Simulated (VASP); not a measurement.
# TaC (Fm-3m) in VASP: single point with LDA

Aim: the single point of TaC with LDA.

All numbers are computed with VASP 6.6.1; they aren't measurements. Logs are shortened: lines on timing, memory, paths and dates and some standing lists are left out, and cuts for length are marked.

## Step 1: The cell of the first run

It takes space group Fm-3m (No. 225, cubic). The conventional cell has a = 4.383 Å, b = 4.383 Å, c = 4.383 Å, α = 90.00°, β = 90.00°, γ = 90.00°. Ta (site symmetry m-3m) has 6 C at 2.19 Å within 2.9 Å. C (site symmetry m-3m) has 6 Ta at 2.19 Å within 2.9 Å.

## Step 2: Single point, LDA (10.53 Å³/atom)

Input file INCAR:

```
SYSTEM = TaC
ALGO = Normal
EDIFF = 1E-6
ENCUT = 700
GGA = CA
GGA_COMPAT = .FALSE.
ISIF = 2
ISMEAR = 0
LASPH = .TRUE.
LCHARG = .TRUE.
LELF = .TRUE.
LREAL = .FALSE.
LVHAR = .TRUE.
LWAVE = .FALSE.
NBANDS = 16
NELM = 120
PREC = Accurate
SIGMA = 0.05
```

Input file KPOINTS:

```
k-points
0
G
  10 10 10
  0 0 0
```

Input file POSCAR:

```
TaC
1.0
    0.0000000000      2.1917258370      2.1917258370
    2.1917258370      0.0000000000      2.1917258370
    2.1917258370      2.1917258370      0.0000000000
Ta C
1 1
Direct
    0.0000000000      0.0000000000      0.0000000000
    0.5000000000      0.5000000000      0.5000000000
```

Potentials or basis: VASP PAW LDA potentials, release 64 (Ta_sv_GW, C).

The run is started by

```sh
$ cat potpaw_LDA.64/Ta_sv_GW/POTCAR potpaw_LDA.64/C/POTCAR > POTCAR
$ mpirun -np 1 vasp_std > vasp.out
```

OUTCAR:

```text
SYSTEM = TaC
   EDIFF = 1E-6
   ENCUT = 700
   GGA = CA
   ISIF = 2
   ISMEAR = 0
   LASPH = .TRUE.
   LREAL = .FALSE.
   NELM = 120
   PREC = Accurate

 ion  position               nearest neighbor table
   1  0.000  0.000  0.000-   2 2.19   2 2.19   2 2.19   2 2.19   2 2.19   2 2.19
   2  0.500  0.500  0.500-   1 2.19   1 2.19   1 2.19   1 2.19   1 2.19   1 2.19

  LATTYP: Found a face centered cubic cell.
 ALAT       =     4.3834516740

  Lattice vectors:

 A1 = (   0.0000000000,   2.1917258370,   2.1917258370)
 A2 = (   2.1917258370,   0.0000000000,   2.1917258370)
 A3 = (   2.1917258370,   2.1917258370,   0.0000000000)

Analysis of symmetry for initial positions (statically):
=====================================================================
 Subroutine PRICEL returns:
 Original cell was already a primitive cell.

 Routine SETGRP: Setting up the symmetry group for a
 face centered cubic supercell.

 Subroutine GETGRP returns: Found 48 space group operations
 (whereof 48 operations were pure point group operations)
 out of a pool of 48 trial point group operations.

The static configuration has the point symmetry O_h .

Analysis of symmetry for dynamics (positions and initial velocities):
=====================================================================
 Subroutine PRICEL returns:
 Original cell was already a primitive cell.

 Routine SETGRP: Setting up the symmetry group for a
 face centered cubic supercell.

 Subroutine GETGRP returns: Found 48 space group operations
 (whereof 48 operations were pure point group operations)
 out of a pool of 48 trial point group operations.

The dynamic configuration has the point symmetry O_h .

 Subroutine INISYM returns: Found 48 space group operations
 (whereof 48 operations are pure point group operations),
 and found     1 'primitive' translations

----------------------------------------------------------------------------------------

                                     Primitive cell

  volume of cell :      21.0566

  direct lattice vectors                    reciprocal lattice vectors
     0.000000000  2.191725837  2.191725837    -0.228130723  0.228130723  0.228130723
     2.191725837  0.000000000  2.191725837     0.228130723 -0.228130723  0.228130723
     2.191725837  2.191725837  0.000000000     0.228130723  0.228130723 -0.228130723

  length of vectors
     3.099568404  3.099568404  3.099568404     0.395134003  0.395134003  0.395134003

  position of ions in fractional coordinates (direct lattice)
     0.000000000  0.000000000  0.000000000
     0.500000000  0.500000000  0.500000000

  ion indices of the primitive-cell ions
   primitive index   ion index
                 1           1
                 2           2

----------------------------------------------------------------------------------------

 KPOINTS: k-points

Automatic generation of k-mesh.
 Grid dimensions read from file:
 generate k-points for:   10   10   10

 Generating k-lattice:

  Cartesian coordinates                     Fractional coordinates (reciprocal lattice)
    -0.022813072  0.022813072  0.022813072     0.100000000  0.000000000  0.000000000
     0.022813072 -0.022813072  0.022813072     0.000000000  0.100000000  0.000000000
     0.022813072  0.022813072 -0.022813072     0.000000000  0.000000000  0.100000000

  Length of vectors
     0.039513400  0.039513400  0.039513400

  Shift w.r.t. Gamma in fractional coordinates (k-lattice)
     0.000000000  0.000000000  0.000000000

 Subroutine IBZKPT returns following result:
 ===========================================

 Found     47 irreducible k-points:

 Following reciprocal coordinates:
            Coordinates               Weight
  0.000000  0.000000  0.000000      1.000000
  0.100000  0.000000  0.000000      8.000000
  0.200000  0.000000  0.000000      8.000000
  0.300000  0.000000  0.000000      8.000000
  0.400000  0.000000  0.000000      8.000000
  0.500000  0.000000  0.000000      4.000000
[... 16 lines left out ...]
  0.300000  0.300000  0.000000      6.000000
  0.400000  0.300000  0.000000     24.000000
 [... further k-points ...]
   k-points           NKPTS =     47   k-points in BZ     NKDIM =     47   number of bands    NBANDS=     16
   number of dos      NEDOS =    301   number of ions     NIONS =      2
   total plane-waves  NPLWV =  21952
   dimension x,y,z NGX =    28 NGY =   28 NGZ =   28
   dimension x,y,z NGXF=    56 NGYF=   56 NGZF=   56
   ions per type =               1   1
   NGX,Y,Z   is equivalent  to a cutoff of  15.02, 15.02, 15.02 a.u.
   NGXF,Y,Z  is equivalent  to a cutoff of  30.04, 30.04, 30.04 a.u.
 SYSTEM =  TaC
   PREC   = accura    normal or accurate (medium, high low for compatibility)
   ISTART =      0    job   : 0-new  1-cont  2-samecut
   ICHARG =      2    charge: 1-file 2-atom 10-const
   ISPIN  =      1    spin polarized calculation?
   LNONCOLLINEAR =      F non collinear calculations
   LSORBIT =      F    spin-orbit coupling
   LASPH  =      T    aspherical Exc in radial PAW
   ENCUT  =  700.0 eV  51.45 Ry    7.17 a.u.   6.69  6.69  6.69*2*pi/ulx,y,z
   NELM   =    120;   NELMIN=  2; NELMDL= -5     # of ELM steps
   EDIFF  = 0.1E-05   stopping-criterion for ELM
   LREAL  =      F    real-space projection
   EDIFFG = 0.1E-04   stopping-criterion for IOM
   NSW    =      0    number of steps for IOM
   IBRION =     -1    ionic relax: 0-MD 1-quasi-New 2-CG
   NFREE  =      0    steps in history (QN), initial steepest desc. (CG)
   ISIF   =      2    stress and relaxation
   ISYM   =      2    0-nonsym 1-usesym 2-fastsym
   POTIM  = 0.5000    time-step for ionic-motion
   TEBEG  =    0.0;   TEEND  =   0.0 temperature during run
   PSTRESS=    0.0 pullay stress
   NELECT =      17.0000    total number of electrons
   NUPDOWN=      -1.0000    fix difference up-down
   EMIN   =  10.00;   EMAX   =-10.00  energy-range for DOS
   EFERMI =   0.00;   METHOD = LEGACY
   ISMEAR =     0;   SIGMA  =   0.05  broadening in eV -4-tet -1-fermi 0-gaus
   EFERMI_NEDOS =   21; number of points for ismear=-14 and -15
   IALGO  =     38    algorithm
   IMIX   =      4    mixing-type and parameters
     AMIX     =   0.40;   BMIX     =  1.00
     AMIX_MAG =   1.60;   BMIX_MAG =  1.00
  volume/ion in A,a.u.               =      10.53        71.05
  Fermi-wavevector in a.u.,A,eV,Ry     =   1.524386  2.880672 31.616569  2.323752
  Thomas-Fermi vector in A             =   2.632700
   LORBIT       =      0    0 simple, 1 ext, 2 COOP (PROOUT), +10 PAW based schemes
   GGA     = CA    functional components
   LHFCALC =     F    Hartree Fock is set to
   AEXX    =    0.0000 exact exchange contribution
   IVDW    =     0    specifies the selected vdW correction
   LEPSILON=     F    determine dielectric tensor
   LRPA    =     F    only Hartree local field effects (RPA)
 non-spin polarized calculation
 Gauss-broadening in eV      SIGMA  =   0.05
  energy-cutoff  :      700.00
  volume of cell :       21.06
 maximum number of plane-waves:       903
   NGX = 13   NGY = 13   NGZ = 13

 number of electron      17.0000000 magnetization

 Free energy of the ion-electron system (eV)
  ---------------------------------------------------
  ext. energy  EPLUGINS =         0.00000000
  ---------------------------------------------------
  free energy    TOTEN  =       -26.80006118 eV

  energy without entropy =      -26.79963171  energy(sigma->0) =      -26.79984644

 E-fermi :  12.8062     XC(G=0): -14.0332

 val. band max:       12.7948917168   @ k =   0.2000   0.0000   0.0000
 cond. band min:      13.0444761017   @ k =  -0.4000   0.3000   0.0000
 fundamental gap:      0.2495843848
 Fermi energy:        12.8061676402

 k-point     1 :       0.0000    0.0000    0.0000
  band No.  band energies     occupation
      1     -55.3463      2.00000
      2     -21.7800      2.00000
      3     -21.7800      2.00000
      4     -21.7800      2.00000
      5      -2.0169      2.00000
      6      11.4686      2.00000
[... 8 lines left out ...]
     15      22.8756      0.00000
     16      37.9844      0.00000

 k-point     2 :       0.1000    0.0000    0.0000
  band No.  band energies     occupation
      1     -55.3405      2.00000
      2     -21.8692      2.00000
      3     -21.7888      2.00000
      4     -21.7888      2.00000
      5      -1.7142      2.00000
      6      10.2814      2.00000
[... 8 lines left out ...]
     15      23.6122      0.00000
     16      35.0560      0.00000

 k-point     3 :       0.2000    0.0000    0.0000
  band No.  band energies     occupation
      1     -55.3254      2.00000
      2     -22.0962      2.00000
      3     -21.8115      2.00000
      4     -21.8115      2.00000
      5      -0.8698      2.00000
      6       8.4918      2.00000
[... 8 lines left out ...]
     15      25.3675      0.00000
     16      31.8681      0.00000

 k-point     4 :       0.3000    0.0000    0.0000
  band No.  band energies     occupation
      1     -55.3066      2.00000
      2     -22.3653      2.00000
      3     -21.8393      2.00000
      4     -21.8393      2.00000
      5       0.3543      2.00000
      6       6.7089      2.00000
[... 8 lines left out ...]
     15      26.6035      0.00000
     16      29.6451      0.00000
[... 324 lines left out ...]
 k-point    22 :      -0.2000    0.2000    0.0000
  band No.  band energies     occupation
      1     -55.3000      2.00000
      2     -22.3166      2.00000
      3     -22.0137      2.00000
      4     -21.8299      2.00000
      5       0.6142      2.00000
      6       6.4236      2.00000
[... 8 lines left out ...]
     15      27.0039      0.00000
     16      27.4251      0.00000

 k-point    23 :       0.3000    0.3000    0.0000
  band No.  band energies     occupation
      1     -55.2933      2.00000
      2     -22.3093      2.00000
      3     -21.9798      2.00000
      4     -21.9798      2.00000
      5       0.1619      2.00000
      6       6.6330      2.00000
[... 8 lines left out ...]
     15      26.7681      0.00000
     16      29.4782      0.00000

 k-point    24 :       0.4000    0.3000    0.0000
  band No.  band energies     occupation
      1     -55.2812      2.00000
      2     -22.4193      2.00000
      3     -22.0387      2.00000
      4     -22.0116      2.00000
      5       0.4309      2.00000
      6       6.8218      2.00000
[... 8 lines left out ...]
     15      25.4122      0.00000
     16      29.4802      0.00000

 [... further k-points ...]

------------------------ aborting loop because EDIFF is reached ----------------------------------------

  FORCE on cell =-STRESS in cart. coord.  units (eV):
  Direction    XX          YY          ZZ          XY          YZ          ZX
  --------------------------------------------------------------------------------------
  -------------------------------------------------------------------------------------
  Total        1.1548955      1.1548955      1.1548955      0.0000000      0.0000000      0.0000000
  in kB       87.8748472     87.8748472     87.8748472      0.0000000      0.0000000      0.0000000
  external PRESSURE =      87.8748472 kB  Pullay stress =       0.0000000 kB

 VOLUME and BASIS-vectors are now :
 -----------------------------------------------------------------------------
  energy-cutoff  :      700.00
  volume of cell :       21.06
      direct lattice vectors                 reciprocal lattice vectors
     0.000000000  2.191725837  2.191725837    -0.228130723  0.228130723  0.228130723
     2.191725837  0.000000000  2.191725837     0.228130723 -0.228130723  0.228130723
     2.191725837  2.191725837  0.000000000     0.228130723  0.228130723 -0.228130723

 POSITION                                       TOTAL-FORCE (eV/Angst)
 -----------------------------------------------------------------------------------
      0.00000      0.00000      0.00000        -0.000000     -0.000000      0.000000
      2.19173      2.19173      2.19173         0.000000      0.000000      0.000000
 -----------------------------------------------------------------------------------
    total drift:                               -0.000000      0.000000      0.000000

  FREE ENERGIE OF THE ION-ELECTRON SYSTEM (eV)
  ---------------------------------------------------
  free  energy   TOTEN  =       -26.8000611826 eV

  energy  without entropy=      -26.7996317058  energy(sigma->0) =      -26.79984644
```

It took 25 s on 1 thread of AMD EPYC 7R43 (Zen 3), shared host; peak memory 0.13 GiB.

Results:

- Free energy: -26.8001 eV
- Pressure: 8.8 GPa
- Band gap on the k mesh: zero (an odd number of electrons rules out a gap without spin polarisation)

Caveat: the cell stands under pressure; spin-orbit coupling is left out, which moves the levels of the heavy elements; an odd number of electrons without spin polarisation forces a metal; a magnetic or distorted state may lie lower.

The gap in the log of VASP goes by the Fermi energy; the results here count the filled bands.